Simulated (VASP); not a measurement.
Wanted: the native input for a VASP 6.6.1 run.

```
Task                   : single point
Functional             : PBE
Potentials or basis    : VASP PAW PBE potentials, release 64 (Ga_d, N)
Cutoff                 : 520 eV
k mesh                 : 12 × 12 × 6
Occupations            : gaussian, width 0.05 eV
Spin                   : no spin polarisation
Dipole correction      : no
Further INCAR settings : ALGO = Normal; EDIFF = 1e-06; NBANDS = 26
```

The structure of GaN lies in POSCAR:

```
GaN
1.0
    3.2696238891      0.0000000000      0.0000000000
   -1.6348119446      2.8315773488      0.0000000000
    0.0000000000      0.0000000000      4.8866693426
Ga N
2 2
Direct
    0.3333333333      0.6666666667      0.0000000000
    0.6666666667      0.3333333333      0.5000000000
    0.3333333333      0.6666666667      0.3750000000
    0.6666666667      0.3333333333      0.8750000000
```

This cell differs from its parent crystal: ratio of the length along z to the lengths across it x 0.92, volume and fractional coordinates fixed.

One way to write it, as run:

INCAR

```
  PREC = Accurate
  ENCUT = 520
  EDIFF = 1E-6
  ISMEAR = 0
  SIGMA = 0.05
  LREAL = False
  LASPH = True
  NELM = 80
  ALGO = Normal
  ISIF = 2
  LWAVE = False
  LCHARG = False
  GGA = PE
  NBANDS = 26
```

KPOINTS

```
Automatic mesh
0
Gamma
  12 12 6
```

Potentials or basis: VASP PAW PBE potentials, release 64 (Ga_d, N).

Run with:

```console
$ cat potpaw_PBE.64/Ga_d/POTCAR potpaw_PBE.64/N/POTCAR > POTCAR
$ mpirun -np 1 vasp_std > vasp.out
```

Results of the run:

| Item | Value |
| --- | --- |
| Pressure | 9.8 GPa |
| Largest force | 1.483 eV/Å |
| Band gap on the k mesh | 1.94 eV, direct |

Caveat: forces of over 1 eV/Å act on the atoms, so gaps and moduli don't describe the material at rest.

Run time: 27 s on 1 thread of Intel(R) Xeon(R) 6975P-C (Granite Rapids) (shared host), peak memory 0.2 GiB.
